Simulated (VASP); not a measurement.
# BaS (P6_3/mmc) in VASP: a series of runs

The runs below take BaS through single point, relaxation of cell and atoms, with r2SCAN, PBEsol, LDA, PBE.

Program: VASP 6.6.1. These are calculated values, not measurements. Logs are shortened: lines on timing, memory, paths and dates and some standing lists are left out, and cuts for length are marked.

## Step 1: The cell of the first run

Symmetry: P6_3/mmc, No. 194, hexagonal system. Conventional cell: a = 4.442 Å, b = 4.442 Å, c = 7.789 Å, α = 90.00°, β = 90.00°, γ = 120.00°. Ba (site symmetry -3m) has 6 S at 3.22 Å and 2 Ba at 3.89 Å within 4.2 Å. Within 4.2 Å of S (site symmetry -6m2) lie 6 Ba at 3.22 Å.

## Step 2: Single point, r2SCAN

The input, POSCAR:

```
BaS
1.0
    4.4421900123      0.0000000000      0.0000000000
   -2.2210950062      3.8470493991      0.0000000000
    0.0000000000      0.0000000000      7.7894608451
Ba S
2 2
Direct
    0.0000000000      0.0000000000      0.0000000000
    0.0000000000      0.0000000000      0.5000000000
    0.3333333333      0.6666666667      0.2500000000
    0.6666666667      0.3333333333      0.7500000000
```

The input, INCAR.step1:

```
PREC = Accurate
ENCUT = 520
ISMEAR = -1
SIGMA = 0.02
LREAL = F
LASPH = T
NELM = 80
NBANDS = 24
GGA = PE
ALGO = Normal
EDIFF = 1E-4
LWAVE = T
LCHARG = F
```

The input, INCAR.step2:

```
PREC = Accurate
ENCUT = 520
EDIFF = 1E-7
ISMEAR = -1
SIGMA = 0.02
LREAL = F
LASPH = T
NELM = 80
ALGO = Normal
ISIF = 2
LWAVE = F
LCHARG = T
METAGGA = R2SCAN
LMIXTAU = T
LELF = T
LVHAR = T
NBANDS = 24
ISTART = 1
```

The input, KPOINTS:

```
Automatic mesh
0
Gamma
  6 6 4
```

Potentials or basis: VASP PAW PBE potentials, release 64 (Ba_sv, S).

Started as:

```console
$ cat potpaw_PBE.64/Ba_sv/POTCAR potpaw_PBE.64/S/POTCAR > POTCAR
$ cp INCAR.step1 INCAR
$ mpirun -np 1 vasp_std > vasp.out
$ cp INCAR.step2 INCAR
$ mpirun -np 1 vasp_std > vasp.out
```

OUTCAR:

```text
PREC = Accurate
   ENCUT = 520
   EDIFF = 1E-7
   ISMEAR = -1
   LREAL = F
   LASPH = T
   NELM = 80
   ISIF = 2
   METAGGA = R2SCAN
   ISTART = 1

 ion  position               nearest neighbor table
   1  0.000  0.000  0.000-   3 3.22   4 3.22   4 3.22   3 3.22   4 3.22   3 3.22   2 3.89   2 3.89

   2  0.000  0.000  0.500-   3 3.22   4 3.22   4 3.22   3 3.22   4 3.22   3 3.22   1 3.89   1 3.89

   3  0.333  0.667  0.250-   1 3.22   2 3.22   1 3.22   2 3.22   1 3.22   2 3.22
   4  0.667  0.333  0.750-   1 3.22   2 3.22   1 3.22   2 3.22   1 3.22   2 3.22

  LATTYP: Found a hexagonal cell.
 ALAT       =     4.4421900123
 C/A-ratio  =     1.7535181574

  Lattice vectors:

 A1 = (   4.4421900123,   0.0000000000,   0.0000000000)
 A2 = (  -2.2210950062,   3.8470493991,   0.0000000000)
 A3 = (   0.0000000000,   0.0000000000,   7.7894608451)

Analysis of symmetry for initial positions (statically):
=====================================================================
 Subroutine PRICEL returns:
 Original cell was already a primitive cell.

 Routine SETGRP: Setting up the symmetry group for a
 hexagonal supercell.

 Subroutine GETGRP returns: Found 24 space group operations
 (whereof 12 operations were pure point group operations)
 out of a pool of 24 trial point group operations.

The static configuration has the point symmetry D_3d.
 The point group associated with its full space group is D_6h.

Analysis of symmetry for dynamics (positions and initial velocities):
=====================================================================
 Subroutine PRICEL returns:
 Original cell was already a primitive cell.

 Routine SETGRP: Setting up the symmetry group for a
 hexagonal supercell.

 Subroutine GETGRP returns: Found 24 space group operations
 (whereof 12 operations were pure point group operations)
 out of a pool of 24 trial point group operations.

The dynamic configuration has the point symmetry D_3d.
 The point group associated with its full space group is D_6h.

 Subroutine INISYM returns: Found 24 space group operations
 (whereof 12 operations are pure point group operations),
 and found     1 'primitive' translations

----------------------------------------------------------------------------------------

                                     Primitive cell

  volume of cell :     133.1166

  direct lattice vectors                    reciprocal lattice vectors
     4.442190012  0.000000000  0.000000000     0.225114189  0.129969737  0.000000000
    -2.221095006  3.847049399  0.000000000     0.000000000  0.259939475  0.000000000
     0.000000000  0.000000000  7.789460845     0.000000000  0.000000000  0.128378590

  length of vectors
     4.442190012  4.442190012  7.789460845     0.259939475  0.259939475  0.128378590

  position of ions in fractional coordinates (direct lattice)
     0.000000000  0.000000000  0.000000000
     0.000000000  0.000000000  0.500000000
     0.333333333  0.666666667  0.250000000
     0.666666667  0.333333333  0.750000000

  ion indices of the primitive-cell ions
   primitive index   ion index
                 1           1
                 2           2
                 3           3
                 4           4

----------------------------------------------------------------------------------------

 KPOINTS: Automatic mesh

Automatic generation of k-mesh.
 Grid dimensions read from file:
 generate k-points for:    6    6    4

 Generating k-lattice:

  Cartesian coordinates                     Fractional coordinates (reciprocal lattice)
     0.037519031  0.021661623  0.000000000     0.166666667 -0.000000000  0.000000000
     0.000000000  0.043323246  0.000000000     0.000000000  0.166666667  0.000000000
     0.000000000  0.000000000  0.032094647     0.000000000  0.000000000  0.250000000

  Length of vectors
     0.043323246  0.043323246  0.032094647

  Shift w.r.t. Gamma in fractional coordinates (k-lattice)
     0.000000000  0.000000000  0.000000000

 Subroutine IBZKPT returns following result:
 ===========================================

 Found     21 irreducible k-points:

 Following reciprocal coordinates:
            Coordinates               Weight
  0.000000  0.000000  0.000000      1.000000
  0.166667 -0.000000  0.000000      6.000000
  0.333333  0.000000  0.000000      6.000000
  0.500000 -0.000000  0.000000      3.000000
  0.166667  0.166667  0.000000      6.000000
  0.333333  0.166667  0.000000     12.000000
[... 13 lines left out ...]
  0.333333  0.166667  0.500000     12.000000
  0.333333  0.333333  0.500000      2.000000
   k-points           NKPTS =     21   k-points in BZ     NKDIM =     21   number of bands    NBANDS=     24
   number of dos      NEDOS =    301   number of ions     NIONS =      4
   total plane-waves  NPLWV =  77760
   dimension x,y,z NGX =    36 NGY =   36 NGZ =   60
   dimension x,y,z NGXF=    72 NGYF=   72 NGZF=  120
   ions per type =               2   2
   NGX,Y,Z   is equivalent  to a cutoff of  13.47, 13.47, 12.81 a.u.
   NGXF,Y,Z  is equivalent  to a cutoff of  26.95, 26.95, 25.61 a.u.
 SYSTEM =  unknown system
   PREC   = accura    normal or accurate (medium, high low for compatibility)
   ISTART =      1    job   : 0-new  1-cont  2-samecut
   ICHARG =      0    charge: 1-file 2-atom 10-const
   ISPIN  =      1    spin polarized calculation?
   LNONCOLLINEAR =      F non collinear calculations
   LSORBIT =      F    spin-orbit coupling
   LASPH  =      T    aspherical Exc in radial PAW
   ENCUT  =  520.0 eV  38.22 Ry    6.18 a.u.   8.26  8.26 14.48*2*pi/ulx,y,z
   NELM   =     80;   NELMIN=  2; NELMDL=  0     # of ELM steps
   EDIFF  = 0.1E-06   stopping-criterion for ELM
   LREAL  =      F    real-space projection
   EDIFFG = 0.1E-05   stopping-criterion for IOM
   NSW    =      0    number of steps for IOM
   IBRION =     -1    ionic relax: 0-MD 1-quasi-New 2-CG
   NFREE  =      0    steps in history (QN), initial steepest desc. (CG)
   ISIF   =      2    stress and relaxation
   ISYM   =      2    0-nonsym 1-usesym 2-fastsym
   POTIM  = 0.5000    time-step for ionic-motion
   TEBEG  =    0.0;   TEEND  =   0.0 temperature during run
   PSTRESS=    0.0 pullay stress
   NELECT =      32.0000    total number of electrons
   NUPDOWN=      -1.0000    fix difference up-down
   EMIN   =  10.00;   EMAX   =-10.00  energy-range for DOS
   EFERMI =   0.00;   METHOD = LEGACY
   ISMEAR =    -1;   SIGMA  =   0.02  broadening in eV -4-tet -1-fermi 0-gaus
   EFERMI_NEDOS =   21; number of points for ismear=-14 and -15
   IALGO  =     38    algorithm
   IMIX   =      4    mixing-type and parameters
     AMIX     =   0.40;   BMIX     =  1.00
     AMIX_MAG =   1.60;   BMIX_MAG =  1.00
  volume/ion in A,a.u.               =      33.28       224.58
  Fermi-wavevector in a.u.,A,eV,Ry     =   1.017921  1.923592 14.097855  1.036163
  Thomas-Fermi vector in A             =   2.151349
   LORBIT       =      0    0 simple, 1 ext, 2 COOP (PROOUT), +10 PAW based schemes
   METAGGA = R2SCAN    functional components
   LHFCALC =     F    Hartree Fock is set to
   AEXX    =    0.0000 exact exchange contribution
   IVDW    =     0    specifies the selected vdW correction
   LEPSILON=     F    determine dielectric tensor
   LRPA    =     F    only Hartree local field effects (RPA)
 non-spin polarized calculation
  energy-cutoff  :      520.00
  volume of cell :      133.12
 maximum number of plane-waves:      3608
 NGX is ok and might be reduce to    36
   NGX = 17   NGY = 17   NGZ = 29

 number of electron      32.0000001 magnetization

 Free energy of the ion-electron system (eV)
  ---------------------------------------------------
  ext. energy  EPLUGINS =         0.00000000
  ---------------------------------------------------
  free energy    TOTEN  =       -77.98429636 eV

  energy without entropy =      -77.98429636  energy(sigma->0) =      -77.98429636

 E-fermi :   1.6826     XC(G=0):  -8.9755

 val. band max:        1.2142590095   @ k =   0.0000   0.0000   0.0000
 cond. band min:       3.9207909064   @ k =   0.5000  -0.0000   0.0000
 fundamental gap:      2.7065318969
 Fermi energy:         1.6826400044

 k-point     1 :       0.0000    0.0000    0.0000
  band No.  band energies     occupation
      1     -25.9638      2.00000
      2     -25.8837      2.00000
      3     -11.8588      2.00000
      4     -10.5988      2.00000
      5     -10.5988      2.00000
      6     -10.4842      2.00000
[... 16 lines left out ...]
     23       7.2208      0.00000
     24       8.0349      0.00000

 k-point     2 :       0.1667   -0.0000    0.0000
  band No.  band energies     occupation
      1     -25.9544      2.00000
      2     -25.8758      2.00000
      3     -11.7466      2.00000
      4     -10.9551      2.00000
      5     -10.6282      2.00000
      6     -10.5972      2.00000
[... 16 lines left out ...]
     23       7.8901      0.00000
     24       8.4046      0.00000

 k-point     3 :       0.3333    0.0000    0.0000
  band No.  band energies     occupation
      1     -25.9356      2.00000
      2     -25.8599      2.00000
      3     -11.5605      2.00000
      4     -11.2928      2.00000
      5     -10.8113      2.00000
      6     -10.6858      2.00000
[... 16 lines left out ...]
     23       8.2435      0.00000
     24       8.3516      0.00000
[... 433 lines left out ...]
 k-point    20 :       0.3333    0.1667    0.5000
  band No.  band energies     occupation
      1     -25.8893      2.00000
      2     -25.8893      2.00000
      3     -11.2794      2.00000
      4     -11.2794      2.00000
      5     -10.8154      2.00000
      6     -10.8154      2.00000
[... 16 lines left out ...]
     23       8.2332      0.00000
     24       8.2332      0.00000

 k-point    21 :       0.3333    0.3333    0.5000
  band No.  band energies     occupation
      1     -25.8850      2.00000
      2     -25.8850      2.00000
      3     -11.2327      2.00000
      4     -11.2327      2.00000
      5     -10.8654      2.00000
      6     -10.8654      2.00000
[... 16 lines left out ...]
     23       7.9025      0.00000
     24       7.9025      0.00000

------------------------ aborting loop because EDIFF is reached ----------------------------------------

  FORCE on cell =-STRESS in cart. coord.  units (eV):
  Direction    XX          YY          ZZ          XY          YZ          ZX
  --------------------------------------------------------------------------------------
  -------------------------------------------------------------------------------------
  Total        0.4662281      0.4662281      0.6010147     -0.0000000      0.0000000      0.0000000
  in kB        5.6114716      5.6114716      7.2337486     -0.0000000      0.0000000      0.0000000
  external PRESSURE =       6.1522306 kB  Pullay stress =       0.0000000 kB

 VOLUME and BASIS-vectors are now :
 -----------------------------------------------------------------------------
  energy-cutoff  :      520.00
  volume of cell :      133.12
      direct lattice vectors                 reciprocal lattice vectors
     4.442190012  0.000000000  0.000000000     0.225114189  0.129969737  0.000000000
    -2.221095006  3.847049399  0.000000000     0.000000000  0.259939475  0.000000000
     0.000000000  0.000000000  7.789460845     0.000000000  0.000000000  0.128378590

 POSITION                                       TOTAL-FORCE (eV/Angst)
 -----------------------------------------------------------------------------------
      0.00000      0.00000      0.00000         0.000000      0.000000     -0.000000
      0.00000      0.00000      3.89473         0.000000      0.000000     -0.000000
     -0.00000      2.56470      1.94737        -0.000000      0.000000     -0.000000
      2.22110      1.28235      5.84210         0.000000      0.000000      0.000000
 -----------------------------------------------------------------------------------
    total drift:                               -0.000000      0.000000     -0.000000

  FREE ENERGIE OF THE ION-ELECTRON SYSTEM (eV)
  ---------------------------------------------------
  free  energy   TOTEN  =       -77.9842963636 eV

  energy  without entropy=      -77.9842963636  energy(sigma->0) =      -77.98429636
```

Run time: 6.7 min. Hardware: 1 thread of Intel Xeon Platinum 8259CL at 2.50GHz (Skylake/Cascade Lake), shared host; peak memory 0.32 GiB.

What came out:

| Item | Value |
| --- | --- |
| Free energy | -77.9843 eV |
| Pressure | 0.6 GPa |
| Band gap on the k mesh | 2.71 eV, indirect (the least direct gap lies 4.9 meV higher) |

Levels at points of the mesh, in eV from the valence-band top:
```
           k point  band 13  band 14  band 15  band 16  band 17  band 18  band 19  band 20
(0.00, 0.00, 0.00)    -0.95    -0.17     0.00     0.00     2.71     4.16     4.51     4.51
(0.50, 0.00, 0.00)    -1.07    -0.60    -0.36    -0.15     2.71     4.37     5.91     6.36
(0.00, 0.00, 0.50)    -0.53    -0.53    -0.53    -0.53     4.35     4.35     5.16     5.16
(0.50, 0.00, 0.50)    -0.83    -0.83    -0.63    -0.63     3.72     3.72     6.27     6.27
```

Caveat: the PAW data sets were made with another functional, which shifts forces and pressure a little; spin-orbit coupling is left out, which moves the levels of the heavy elements.

## Step 3: Single point, r2SCAN

POSCAR is that of step 2.

The input, INCAR.step1:

```
SYSTEM = BaS
ALGO     = Normal         ! electronic algorithm
EDIFF    = 1E-4           ! SCF threshold, eV
ENCUT    = 520            ! plane-wave cutoff, eV
GGA      = PE             ! functional
ISMEAR   = 0              ! smearing method
LASPH    = .TRUE.         ! aspherical terms in the spheres
LCHARG   = .FALSE.        ! write CHGCAR
LREAL    = .FALSE.        ! projectors in reciprocal space
LWAVE    = .TRUE.         ! write WAVECAR
NBANDS   = 24             ! bands
NELM     = 60             ! most SCF steps
PREC     = Accurate       ! precision mode
SIGMA    = 0.01           ! smearing width, eV
```

The input, INCAR.step2:

```
SYSTEM = BaS
ALGO     = Normal         ! electronic algorithm
EDIFF    = 1E-6           ! SCF threshold, eV
ENCUT    = 520            ! plane-wave cutoff, eV
ISIF     = 2              ! what is computed and relaxed
ISMEAR   = 0              ! smearing method
ISTART   = 1            
LASPH    = .TRUE.         ! aspherical terms in the spheres
LCHARG   = .FALSE.        ! write CHGCAR
LMIXTAU  = .TRUE.       
LREAL    = .FALSE.        ! projectors in reciprocal space
LWAVE    = .FALSE.        ! write WAVECAR
METAGGA  = R2SCAN         ! meta-GGA
NBANDS   = 24             ! bands
NELM     = 60             ! most SCF steps
PREC     = Accurate       ! precision mode
SIGMA    = 0.01           ! smearing width, eV
```

The input, KPOINTS:

```
k-points
0
G
  6 6 4
  0 0 0
```

Potentials or basis: VASP PAW PBE potentials, release 64 (Ba_sv, S).

Started as:

```console
$ cat potpaw_PBE.64/Ba_sv/POTCAR potpaw_PBE.64/S/POTCAR > POTCAR
$ cp INCAR.step1 INCAR
$ mpirun -np 1 vasp_std > vasp.out
$ cp INCAR.step2 INCAR
$ mpirun -np 1 vasp_std > vasp.out
```

OUTCAR:

```text
SYSTEM = BaS
   EDIFF = 1E-6
   ENCUT = 520
   ISIF = 2
   ISMEAR = 0
   ISTART = 1
   LASPH = .TRUE.
   LREAL = .FALSE.
   METAGGA = R2SCAN
   NELM = 60
   PREC = Accurate

 ion  position               nearest neighbor table
   1  0.000  0.000  0.000-   3 3.22   4 3.22   4 3.22   3 3.22   4 3.22   3 3.22   2 3.89   2 3.89

   2  0.000  0.000  0.500-   3 3.22   4 3.22   4 3.22   3 3.22   4 3.22   3 3.22   1 3.89   1 3.89

   3  0.333  0.667  0.250-   1 3.22   2 3.22   1 3.22   2 3.22   1 3.22   2 3.22
[... 766 lines left out ...]
  Direction    XX          YY          ZZ          XY          YZ          ZX
  --------------------------------------------------------------------------------------
  -------------------------------------------------------------------------------------
  Total        0.4650266      0.4650266      0.6001265     -0.0000000      0.0000000     -0.0000000
  in kB        5.5970101      5.5970101      7.2230573     -0.0000000      0.0000000     -0.0000000
  external PRESSURE =       6.1390259 kB  Pullay stress =       0.0000000 kB

 VOLUME and BASIS-vectors are now :
 -----------------------------------------------------------------------------
  energy-cutoff  :      520.00
  volume of cell :      133.12
      direct lattice vectors                 reciprocal lattice vectors
     4.442190012  0.000000000  0.000000000     0.225114189  0.129969737  0.000000000
    -2.221095006  3.847049399  0.000000000     0.000000000  0.259939475  0.000000000
     0.000000000  0.000000000  7.789460845     0.000000000  0.000000000  0.128378590

 POSITION                                       TOTAL-FORCE (eV/Angst)
 -----------------------------------------------------------------------------------
      0.00000      0.00000      0.00000         0.000000      0.000000      0.000000
      0.00000      0.00000      3.89473         0.000000      0.000000      0.000000
     -0.00000      2.56470      1.94737         0.000000     -0.000000      0.000000
      2.22110      1.28235      5.84210        -0.000000      0.000000     -0.000000
 -----------------------------------------------------------------------------------
    total drift:                               -0.000000      0.000000     -0.000000

  FREE ENERGIE OF THE ION-ELECTRON SYSTEM (eV)
  ---------------------------------------------------
  free  energy   TOTEN  =       -77.9842978231 eV

  energy  without entropy=      -77.9842978231  energy(sigma->0) =      -77.98429782
```

OUTCAR.step1:

```text
SYSTEM = BaS
   EDIFF = 1E-4
   ENCUT = 520
   GGA = PE
   ISMEAR = 0
   LASPH = .TRUE.
   LREAL = .FALSE.
   NELM = 60
[... 793 lines left out ...]
      0.00000      0.00000      3.89473        -0.000000      0.000000      0.000000
     -0.00000      2.56470      1.94737         0.000000      0.000000      0.000000
      2.22110      1.28235      5.84210         0.000000      0.000000     -0.000000
 -----------------------------------------------------------------------------------
    total drift:                               -0.000000      0.000000     -0.000000

  FREE ENERGIE OF THE ION-ELECTRON SYSTEM (eV)
  ---------------------------------------------------
  free  energy   TOTEN  =       -19.9689692687 eV

  energy  without entropy=      -19.9689692687  energy(sigma->0) =      -19.96896927
```

It took 4.7 min on 1 thread of Intel Xeon Platinum 8259CL at 2.50GHz (Skylake/Cascade Lake), shared host; peak memory 0.32 GiB.

Results:

```yaml
Free_energy: -77.9843 eV
Pressure: 0.6 GPa
Band_gap_on_the_k_mesh: 2.71 eV, indirect (the least direct gap lies 4.9 meV higher)
```

Stress tensor (GPa, compression positive):
```
0.56 0.00 0.00
0.00 0.56 0.00
0.00 0.00 0.72
```

Caveat: the PAW data sets were made with another functional, which shifts forces and pressure a little; spin-orbit coupling is left out, which moves the levels of the heavy elements. A k mesh can miss the band edges.

(Continued in part 2 of 3.)
